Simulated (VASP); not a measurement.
# Al4N5 in VASP: further runs

Runs on Al4N5. Level: PBE. Tasks: single point.

Everything below comes from runs of VASP 6.6.1. Logs are shortened: lines on timing, memory, paths and dates and some standing lists are left out, and cuts for length are marked.

**1. The cell of the first run**

The cell holds a slab with vacuum, 18 atoms: a = 6.260 Å, b = 5.017 Å, c = 20.162 Å, α = 90.00°, β = 90.00°, γ = 90.00°.

**2. Single point, PBE**

Input file INCAR:

```
PREC = Accurate ; ENCUT = 520
EDIFF = 1E-7 ; ISMEAR = 0
SIGMA = 0.05 ; LREAL = Auto
LASPH = T ; NELM = 60
ALGO = Normal ; ISIF = 2
LWAVE = F ; LCHARG = F
LDIPOL = T ; IDIPOL = 3
DIPOL = 0.5 0.5 0.318 ; GGA = PE
NBANDS = 52
```

Input file KPOINTS:

```
regular mesh
0
Gamma
  5 6 1
```

Input file POSCAR:

```
Al4N5
1.0
    6.2595366887      0.0000000000      0.0000000000
    0.0000000000      5.0173032419      0.0000000000
    0.0000000000      0.0000000000     20.1620320362
Al N
8 10
Direct
    0.0000000000      0.9982714950      0.1983927013
    0.5000000000      0.9982714950      0.1983927013
    0.2500000000      0.4982714950      0.2432039732
    0.7500000000      0.4982714950      0.2432039732
    0.2500000000      0.9915197249      0.3381855719
    0.7500000000      0.9915197249      0.3381855719
    0.0000000000      0.4624332456      0.3657061888
    0.5000000000      0.4624332456      0.3657061888
    0.0000000000      0.6167285050      0.1983927013
    0.5000000000      0.6167285050      0.1983927013
    0.2500000000      0.1167285050      0.2432039732
    0.7500000000      0.1167285050      0.2432039732
    0.2500000000      0.6143669383      0.3369672669
    0.7500000000      0.6143669383      0.3369672669
    0.0000000000      0.1112303967      0.3750629908
    0.5000000000      0.1112303967      0.3750629908
    0.0833333333      0.7778970633      0.5353015897
    0.0833333333      0.7778970633      0.5899700915
```

Potentials or basis: VASP PAW PBE potentials, release 64 (Al, N).

The run is started by

```sh
cat potpaw_PBE.64/Al/POTCAR potpaw_PBE.64/N/POTCAR > POTCAR
mpirun -np 1 vasp_std > vasp.out
```

OUTCAR:

```text
PREC = Accurate
   ENCUT = 520
   EDIFF = 1E-7
   ISMEAR = 0
   LREAL = Auto
   LASPH = T
   NELM = 60
   ISIF = 2
   GGA = PE

 ion  position               nearest neighbor table
   1  0.000  0.998  0.198-  11 1.90  12 1.90   9 1.91   4 3.09   3 3.09   3 3.09   4 3.09   2 3.13
                             2 3.13   5 3.22   6 3.22
   2  0.500  0.998  0.198-  11 1.90  12 1.90  10 1.91   4 3.09   3 3.09   3 3.09   4 3.09   1 3.13
                             1 3.13   5 3.22   6 3.22
   3  0.250  0.498  0.243-   9 1.90  10 1.90  11 1.91  13 1.98   7 2.93   8 2.93   1 3.09   2 3.09
                             1 3.09   2 3.09   5 3.13   4 3.13   4 3.13   5 3.18
   4  0.750  0.498  0.243-   9 1.90  10 1.90  12 1.91  14 1.98   7 2.93   8 2.93   1 3.09   2 3.09
                             1 3.09   2 3.09   6 3.13   3 3.13   3 3.13   6 3.18
   5  0.250  0.992  0.338-  15 1.83  16 1.83  13 1.89  11 2.02   7 2.89   8 2.89   3 3.13   6 3.13
                             6 3.13   8 3.13   7 3.13   3 3.18   2 3.22   1 3.22
   6  0.750  0.992  0.338-  15 1.83  16 1.83  14 1.89  12 2.02   7 2.89   8 2.89   4 3.13   5 3.13
                             5 3.13   8 3.13   7 3.13   4 3.18   2 3.22   1 3.22
   7  0.000  0.462  0.366-  15 1.77  14 1.83  13 1.83   6 2.89   5 2.89   4 2.93   3 2.93   8 3.13
                             8 3.13   6 3.13   5 3.13
   8  0.500  0.462  0.366-  16 1.77  14 1.83  13 1.83   6 2.89   5 2.89   4 2.93   3 2.93   7 3.13
                             7 3.13   6 3.13   5 3.13
   9  0.000  0.617  0.198-   3 1.90   4 1.90   1 1.91
  10  0.500  0.617  0.198-   3 1.90   4 1.90   2 1.91
  11  0.250  0.117  0.243-   1 1.90   2 1.90   3 1.91   5 2.02
  12  0.750  0.117  0.243-   1 1.90   2 1.90   4 1.91   6 2.02
  13  0.250  0.614  0.337-   7 1.83   8 1.83   5 1.89   3 1.98
  14  0.750  0.614  0.337-   7 1.83   8 1.83   6 1.89   4 1.98
  15  0.000  0.111  0.375-   7 1.77   6 1.83   5 1.83
  16  0.500  0.111  0.375-   8 1.77   6 1.83   5 1.83
  17  0.083  0.778  0.535-  18 1.10
  18  0.083  0.778  0.590-  17 1.10

  LATTYP: Found a simple orthorhombic cell.
 ALAT       =     5.0173032419
 B/A-ratio  =     1.2475898679
 C/A-ratio  =     4.0184997924

  Lattice vectors:

 A1 = (   0.0000000000,  -5.0173032419,   0.0000000000)
 A2 = (   6.2595366887,   0.0000000000,   0.0000000000)
 A3 = (   0.0000000000,   0.0000000000,  20.1620320362)

Analysis of symmetry for initial positions (statically):
=====================================================================
 Subroutine PRICEL returns:
 Original cell was already a primitive cell.

 Routine SETGRP: Setting up the symmetry group for a
 simple orthorhombic supercell.

 Subroutine GETGRP returns: Found  1 space group operations
 (whereof  1 operations were pure point group operations)
 out of a pool of  8 trial point group operations.

The static configuration has the point symmetry C_1 .

Analysis of symmetry for dynamics (positions and initial velocities):
=====================================================================
 Subroutine PRICEL returns:
 Original cell was already a primitive cell.

 Routine SETGRP: Setting up the symmetry group for a
 simple orthorhombic supercell.

 Subroutine GETGRP returns: Found  1 space group operations
 (whereof  1 operations were pure point group operations)
 out of a pool of  8 trial point group operations.

The dynamic configuration has the point symmetry C_1 .

 Subroutine INISYM returns: Found  1 space group operations
 (whereof  1 operations are pure point group operations),
 and found     1 'primitive' translations

----------------------------------------------------------------------------------------

                                     Primitive cell

  volume of cell :     633.2087

  direct lattice vectors                    reciprocal lattice vectors
     6.259536689  0.000000000  0.000000000     0.159756233  0.000000000  0.000000000
     0.000000000  5.017303242  0.000000000     0.000000000  0.199310257  0.000000000
     0.000000000  0.000000000 20.162032036     0.000000000  0.000000000  0.049598175

  length of vectors
     6.259536689  5.017303242 20.162032036     0.159756233  0.199310257  0.049598175

  position of ions in fractional coordinates (direct lattice)
     0.000000000  0.998271495  0.198392701
     0.500000000  0.998271495  0.198392701
     0.250000000  0.498271495  0.243203973
[... 48 lines left out ...]
     0.031951247  0.000000000  0.000000000     0.200000000  0.000000000  0.000000000
     0.000000000  0.033218376  0.000000000     0.000000000  0.166666667  0.000000000
     0.000000000  0.000000000  0.049598175     0.000000000  0.000000000  1.000000000

  Length of vectors
     0.031951247  0.033218376  0.049598175

  Shift w.r.t. Gamma in fractional coordinates (k-lattice)
     0.000000000  0.000000000  0.000000000

 Subroutine IBZKPT returns following result:
 ===========================================

 Found     16 irreducible k-points:

 Following reciprocal coordinates:
            Coordinates               Weight
  0.000000  0.000000  0.000000      1.000000
  0.200000  0.000000  0.000000      2.000000
  0.400000  0.000000  0.000000      2.000000
  0.000000  0.166667  0.000000      2.000000
  0.200000  0.166667  0.000000      2.000000
 -0.200000  0.166667  0.000000      2.000000
[... 8 lines left out ...]
  0.200000  0.500000  0.000000      2.000000
  0.400000  0.500000  0.000000      2.000000
   k-points           NKPTS =     16   k-points in BZ     NKDIM =     16   number of bands    NBANDS=     52
   number of dos      NEDOS =    301   number of ions     NIONS =     18
   total plane-waves  NPLWV = 288000
   dimension x,y,z NGX =    48 NGY =   40 NGZ =  150
   dimension x,y,z NGXF=    96 NGYF=   80 NGZF=  300
   ions per type =               8  10
   NGX,Y,Z   is equivalent  to a cutoff of  12.75, 13.25, 12.37 a.u.
   NGXF,Y,Z  is equivalent  to a cutoff of  25.50, 26.51, 24.74 a.u.
 SYSTEM =  unknown system
   PREC   = accura    normal or accurate (medium, high low for compatibility)
   ISTART =      0    job   : 0-new  1-cont  2-samecut
   ICHARG =      2    charge: 1-file 2-atom 10-const
   ISPIN  =      1    spin polarized calculation?
   LNONCOLLINEAR =      F non collinear calculations
   LSORBIT =      F    spin-orbit coupling
   LASPH  =      T    aspherical Exc in radial PAW
   ENCUT  =  520.0 eV  38.22 Ry    6.18 a.u.  11.64  9.33 37.49*2*pi/ulx,y,z
   NELM   =     60;   NELMIN=  2; NELMDL= -5     # of ELM steps
   EDIFF  = 0.1E-06   stopping-criterion for ELM
   LREAL  =      T    real-space projection
   EDIFFG = 0.1E-05   stopping-criterion for IOM
   NSW    =      0    number of steps for IOM
   IBRION =     -1    ionic relax: 0-MD 1-quasi-New 2-CG
   NFREE  =      0    steps in history (QN), initial steepest desc. (CG)
   ISIF   =      2    stress and relaxation
   ISYM   =      2    0-nonsym 1-usesym 2-fastsym
   POTIM  = 0.5000    time-step for ionic-motion
   TEBEG  =    0.0;   TEEND  =   0.0 temperature during run
   PSTRESS=    0.0 pullay stress
   NELECT =      74.0000    total number of electrons
   NUPDOWN=      -1.0000    fix difference up-down
   EMIN   =  10.00;   EMAX   =-10.00  energy-range for DOS
   EFERMI =   0.00;   METHOD = LEGACY
   ISMEAR =     0;   SIGMA  =   0.05  broadening in eV -4-tet -1-fermi 0-gaus
   EFERMI_NEDOS =   21; number of points for ismear=-14 and -15
   IALGO  =     38    algorithm
   IMIX   =      4    mixing-type and parameters
     AMIX     =   0.40;   BMIX     =  1.00
     AMIX_MAG =   1.60;   BMIX_MAG =  1.00
  volume/ion in A,a.u.               =      35.18       237.39
  Fermi-wavevector in a.u.,A,eV,Ry     =   0.800393  1.512523  8.716280  0.640628
  Thomas-Fermi vector in A             =   1.907680
   LORBIT       =      0    0 simple, 1 ext, 2 COOP (PROOUT), +10 PAW based schemes
   GGA     = PE    functional components
   LHFCALC =     F    Hartree Fock is set to
   AEXX    =    0.0000 exact exchange contribution
   IVDW    =     0    specifies the selected vdW correction
   LEPSILON=     F    determine dielectric tensor
   LRPA    =     F    only Hartree local field effects (RPA)
 non-spin polarized calculation
 Gauss-broadening in eV      SIGMA  =   0.05
  energy-cutoff  :      520.00
  volume of cell :      633.21
 maximum number of plane-waves:     17102
   NGX = 23   NGY = 19   NGZ = 75

 dipolmoment           0.000000      0.000000     -0.017397 electrons x Angstroem

 number of electron      73.9999993 magnetization

 dipolmoment           0.000000      0.000000      0.041625 electrons x Angstroem

 Free energy of the ion-electron system (eV)
  ---------------------------------------------------
  ext. energy  EPLUGINS =         0.00000000
  ---------------------------------------------------
  free energy    TOTEN  =      -126.69297773 eV

  energy without entropy =     -126.69297773  energy(sigma->0) =     -126.69297773

 E-fermi :  -1.4585     XC(G=0):  -4.2700

 val. band max:       -1.6815635908   @ k =   0.0000   0.5000   0.0000
 cond. band min:      -0.2905251837   @ k =   0.0000   0.0000   0.0000
 fundamental gap:      1.3910384071
 Fermi energy:        -1.4585018210

 k-point     1 :       0.0000    0.0000    0.0000
  band No.  band energies     occupation
      1     -25.0323      2.00000
      2     -16.9216      2.00000
      3     -15.7735      2.00000
      4     -15.7686      2.00000
      5     -14.9263      2.00000
      6     -14.5499      2.00000
[... 821 lines left out ...]
     48       4.4826      0.00000
     49       4.7587      0.00000
 [bands above 49 left out]

------------------------ aborting loop because EDIFF is reached ----------------------------------------

 vacuum level on the upper side and lower side of the slab       (xc-potential included)         0.064        -0.134

  FORCE on cell =-STRESS in cart. coord.  units (eV):
  Direction    XX          YY          ZZ          XY          YZ          ZX
  --------------------------------------------------------------------------------------
  -------------------------------------------------------------------------------------
  Total        3.8613159     -4.4195291     -3.8949887     -0.0269915      1.5765292      0.0012159
  in kB        9.7701016    -11.1825214     -9.8553021     -0.0682954      3.9890157      0.0030765
  external PRESSURE =      -3.7559073 kB  Pullay stress =       0.0000000 kB

 VOLUME and BASIS-vectors are now :
 -----------------------------------------------------------------------------
  energy-cutoff  :      520.00
  volume of cell :      633.21
      direct lattice vectors                 reciprocal lattice vectors
     6.259536689  0.000000000  0.000000000     0.159756233  0.000000000  0.000000000
     0.000000000  5.017303242  0.000000000     0.000000000  0.199310257  0.000000000
     0.000000000  0.000000000 20.162032036     0.000000000  0.000000000  0.049598175

 POSITION                                       TOTAL-FORCE (eV/Angst)
 -----------------------------------------------------------------------------------
      0.00000      5.00863      4.00000         0.000460     -1.629033      2.306865
      3.12977      5.00863      4.00000        -0.000452     -1.630400      2.301280
      1.56488      2.49998      4.90349         0.001043      0.798154     -1.935519
      4.69465      2.49998      4.90349        -0.000401      0.795574     -1.942515
      1.56488      4.97476      6.81851        -0.021309     -0.015224      0.011120
      4.69465      4.97476      6.81851         0.021460     -0.006012      0.002445
[... 10 lines left out ...]
      0.52163      3.90295     10.79277         0.004373     -0.112518     -1.746397
      0.52163      3.90295     11.89500        -0.002397      0.056574      1.746327
 -----------------------------------------------------------------------------------
    total drift:                                0.000160     -0.007092      0.011952

  FREE ENERGIE OF THE ION-ELECTRON SYSTEM (eV)
  ---------------------------------------------------
  free  energy   TOTEN  =      -126.6929777261 eV

  energy  without entropy=     -126.6929777261  energy(sigma->0) =     -126.69297773

 vacuum level on the upper side and lower side of the slab         3.425         3.224
```

Run time: 8.8 min. Hardware: 1 thread of Intel Xeon 6975P-C (Granite Rapids), shared host; peak memory 0.75 GiB.

What came out:

```
Free energy            : -126.6930 eV
Largest force          : 2.824 eV/Å
Band gap on the k mesh : 1.39 eV (least direct gap 1.42 eV)
```

Forces in eV/Å, atoms in the order of the input:
```
Al   0.000 -1.629  2.307
Al   0.000 -1.630  2.301
Al   0.001  0.798 -1.936
Al   0.000  0.796 -1.943
Al  -0.021 -0.015  0.011
Al   0.021 -0.006  0.002
Al   0.014  0.041  0.014
Al  -0.010  0.040 -0.034
N   -0.001  0.716  0.774
N    0.001  0.716  0.774
N    0.002  0.115 -1.124
N   -0.002  0.114 -1.124
N    0.009 -0.016  0.001
N   -0.008 -0.011  0.017
N   -0.012  0.030 -0.043
N    0.003 -0.002  0.003
N    0.004 -0.113 -1.746
N   -0.002  0.057  1.746
```

Levels at points of the mesh, in eV from the valence-band top:
```tsv
k point	band 34	band 35	band 36	band 37	band 38	band 39	band 40	band 41
(0.00, 0.00, 0.00)	-0.69	-0.24	-0.08	-0.03	1.39	2.90	2.95	3.02
(0.00, 0.50, 0.00)	-0.46	-0.41	-0.26	0.00	1.90	2.79	2.98	3.03
```

Caveat: the standard files for N, O and F lose accuracy on very short bonds.

(Continued in part 2 of 2.)
